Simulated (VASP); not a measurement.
The system is Ru.

```
Ru
1.0
     2.56040    0.00000    0.00000
     0.00000    2.56040    0.00000
     0.00000    0.00000    2.56040
Ru
1
Direct
  0.00000 0.00000 0.00000
```

| Quantity | Value |
| --- | --- |
| Program | VASP 6.6.1 |
| Task | relaxation of cell and atoms |
| Functional | PBE |
| Potentials or basis | VASP PAW PBE potentials, release 64 (Ru_pv) |
| Cutoff | 600 eV |
| k mesh | 13 × 13 × 13 |
| Occupations | fermi-dirac, width 0.08 eV |
| Spin | no spin polarisation |

At the start: pressure -11.1 GPa; volume 16.79 Å³/atom.

Where does the relaxation end?

Over 7 steps the energy falls by 34.6 meV/atom and the volume is 15.85 Å³/atom (-5.6 %); space group Pm-3m (No. 221, to 0.05 Å).

Step by step:
```
step  energy change (eV)  largest force (eV/Å)  pressure (GPa)  volume (Å³)
   1              0.0000                0.0000          -11.13        16.79
   2              0.1300                0.0000           33.95        14.11
   3             -0.0345                0.0000           -0.49        15.88
   4             -0.0346                0.0000           -0.08        15.85
   5             -0.0346                0.0000            0.18        15.83
   6             -0.0345                0.0000           -0.31        15.87
   7             -0.0346                0.0000            0.01        15.85
```

Final structure:
```xyz
1
Lattice="2.5117 0.0000 0.0000 0.0000 2.5117 0.0000 0.0000 0.0000 2.5117" Properties=species:S:1:pos:R:3 pbc="T T T"
Ru    0.0000    0.0000    0.0000
```
